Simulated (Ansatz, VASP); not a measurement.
KMgF3 in VASP and in Ansatz

Contents of INCAR:

```
  PREC = Accurate
  ENCUT = 520
  EDIFF = 1E-6
  ISMEAR = 0
  SIGMA = 0.05
  LREAL = F
  LASPH = T
  NELM = 80
  ALGO = Normal
  ISIF = 2
  LWAVE = F
  LCHARG = F
  GGA = PE
  NBANDS = 24
```

File KPOINTS:

```
Automatic mesh
0
Gamma
  6 6 6
```

The input POSCAR:

```
KMgF3
1.0
    3.9973946675     -0.2103891930     -0.2103891930
   -0.2103891930      3.9973946675     -0.2103891930
   -0.2103891930     -0.2103891930      3.9973946675
K Mg F
1 1 3
Direct
    0.5000000000      0.5000000000      0.5000000000
    0.0000000000      0.0000000000      0.0000000000
    0.5000000000      0.0000000000      0.0000000000
    0.0000000000      0.5000000000      0.0000000000
    0.0000000000      0.0000000000      0.5000000000
```

Input for Ansatz:

```yaml
crystal:
  lattice:
    - [3.9973946675, -0.210389193, -0.210389193]
    - [-0.210389193, 3.9973946675, -0.210389193]
    - [-0.210389193, -0.210389193, 3.9973946675]
  atoms:
    - { symbol: K, position: [0.5, 0.5, 0.5] }
    - { symbol: Mg, position: [0.0, 0.0, 0.0] }
    - { symbol: F, position: [0.5, 0.0, 0.0] }
    - { symbol: F, position: [0.0, 0.5, 0.0] }
    - { symbol: F, position: [0.0, 0.0, 0.5] }
basis:
  ecutwfc: 420
kpoints:
  mp_grid: { grid: [6, 6, 6] }
hamiltonian:
  xc: pbe
scf:
  occupations: { method: gaussian, width: 0.05 }
output:
  forces: true
  stress: true
  eigenvalues: true
```

Alike in both runs: task single point; functional PBE; k mesh 6 × 6 × 6; occupations gaussian, width 0.05 eV; no spin polarisation.

|  | VASP | Ansatz |
| --- | --- | --- |
| version | VASP 6.6.1 | Ansatz 0.2.0 |
| potentials or method | VASP PAW PBE potentials, release 64 (K_sv, Mg, F), cutoff 520 eV | scalar-relativistic, plane waves, PAW |
| valence electrons in the cell | 32 | 40 |

Ansatz gave:

- gap on the k mesh at the Fermi level (eV): 7.06
- least direct gap on the mesh (eV): 7.16
- pressure (GPa): 4.3
- traceless stress, the component that is largest in VASP (GPa): 5.09

Q: Which values does VASP return?

A: gap on the k mesh at the Fermi level (eV): 7.02; least direct gap on the mesh (eV): 7.13; pressure (GPa): 3.9; traceless stress, the component that is largest in VASP (GPa): 5.15.

The functional is the same, so the differences come from potentials, cutoffs and numerics. VASP's potentials hold 32 valence electrons a cell and Ansatz's 40, so a difference there can come from the potentials and not from the codes.
